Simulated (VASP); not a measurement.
Here is a VASP 6.6.1 calculation.

File INCAR:

```
PREC = Accurate ; ENCUT = 520
EDIFF = 1E-6 ; ISMEAR = -1
SIGMA = 0.05 ; LREAL = False
LASPH = True ; NELM = 80
ALGO = Normal ; ISIF = 2
LWAVE = False ; LCHARG = False
GGA = PE ; ALDAC = 0.0
AGGAC = 0.0 ; NBANDS = 17
```

The input KPOINTS:

```
regular mesh
0
Gamma
  8 8 8
```

The input POSCAR:

```
PbSe
1.0
    0.0000000000      3.0192847941      3.0192847941
    3.0192847941      0.0000000000      3.0192847941
    3.0192847941      3.0192847941      0.0000000000
Pb Se
1 1
Direct
    0.0000000000      0.0000000000      0.0000000000
    0.5000000000      0.5000000000      0.5000000000
```

Potentials or basis: VASP PAW PBE potentials, release 64 (Pb_d, Se).

Command:

```console
$ cat potpaw_PBE.64/Pb_d/POTCAR potpaw_PBE.64/Se/POTCAR > POTCAR
$ mpirun -np 1 vasp_std > vasp.out
```

(1) Predict the band gap on the k mesh.

(2) Estimate the pressure.

Results:

(1) 0.29 eV, direct.

(2) 14.7 GPa.

Caveat: spin-orbit coupling is left out, which moves the levels of the heavy elements.
